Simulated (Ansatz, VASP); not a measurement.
# HfS4 in VASP and in Ansatz

```
CELL_PARAMETERS angstrom
4.62436 0.00000 0.00000
-2.31218 4.00482 0.00000
0.00000 0.00000 6.89055
ATOMIC_POSITIONS crystal
Hf 0.00000 0.00000 0.50000
S 0.00000 0.00000 0.85939
S 0.00000 0.00000 0.14061
S 0.33333 0.66667 0.50000
S 0.66667 0.33333 0.50000
```

Alike in both runs: task relaxation of cell and atoms; functional PBE; k mesh 12 × 12 × 6; occupations gaussian, width 0.1 eV; no spin polarisation.

|  | VASP | Ansatz |
| --- | --- | --- |
| version | VASP 6.6.1 | Ansatz 0.2.0 |
| potentials or method | VASP PAW PBE potentials, release 64 (Hf_pv, S), cutoff 600 eV | scalar-relativistic, plane waves, PAW |
| valence electrons in the cell | 34 | 50 |

|  | VASP | Ansatz | Ansatz less VASP |
| --- | --- | --- | --- |
| gap on the k mesh at the Fermi level, each at its own relaxed structure (eV) | none | none | - |
| relaxed volume (Å³/atom) | 25.38 | 25.53 | +0.155 |
| relaxed length of the cell vector where the two differ most in proportion (Å) | 6.882 | 6.901 | +0.0183 |

A gap of «none» marks a metal or a gap that the smearing closes. VASP's potentials hold 34 valence electrons a cell and Ansatz's 50, so a difference there can come from the potentials and not from the codes.

Neither program's run includes spin-orbit coupling.
